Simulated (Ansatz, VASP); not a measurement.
## CaSe in VASP and in Ansatz

```
Ca Se
1.0
     0.00000    2.58050    2.58050
     2.58050    0.00000    2.58050
     2.58050    2.58050    0.00000
Ca Se
1 1
Direct
  0.00000 0.00000 0.00000
  0.50000 0.50000 0.50000
```

Change from the starting cell: volume scaled by 0.65, LAPW.

Alike in both runs: task single point; functional PBE; k mesh 12 × 12 × 12; occupations fermi-dirac, width 0.08 eV; no spin polarisation.

|  | VASP | Ansatz |
| --- | --- | --- |
| version | VASP 6.6.1 | Ansatz 0.2.0 |
| potentials or method | VASP PAW PBE potentials, release 64 (Ca_sv, Se), cutoff 520 eV | all-electron LAPW, scalar-relativistic |

|  | VASP | Ansatz | Ansatz less VASP |
| --- | --- | --- | --- |
| pressure (GPa) | 50.2 | 49.4 | -0.81 |

Both programs put the cell under a high pressure, so it lies far from rest at this level. Ansatz ran all-electron here, and VASP with PAW potentials.
